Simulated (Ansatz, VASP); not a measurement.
# One calculation of Zn, two programs

```
Zn
1.0
     2.60942    0.00000    0.00000
    -1.30471    2.25982    0.00000
     0.00000    0.00000    5.19458
Zn
2
Direct
  0.33333 0.66667 0.25000
  0.66667 0.33333 0.75000
```

Change from the starting cell: z stretched by +2 % at fixed volume, crystal datasets.

Alike in both runs: task electric field gradients; functional PBE; k mesh 18 × 18 × 10; occupations fermi-dirac, width 0.08 eV; no spin polarisation.

|  | VASP | Ansatz |
| --- | --- | --- |
| version | VASP 6.6.1 | Ansatz 0.2.0 |
| potentials or method | VASP PAW PBE potentials, release 64 (Zn), cutoff 520 eV | all-electron PAW with datasets made for the crystal, scalar-relativistic |

VASP gave:

| Property | Result |
| --- | --- |
| pressure (GPa) | 1.3 |
| traceless stress, the component that is largest in VASP (GPa) | -2.16 |
| size of Vzz on the site where it differs most (V/Å²) | 59.2 |

Estimate Ansatz's values.

pressure (GPa): 0.9; traceless stress, the component that is largest in VASP (GPa): -1.98; size of Vzz on the site where it differs most (V/Å²): 58.9.

Ansatz ran all-electron here, and VASP with PAW potentials.
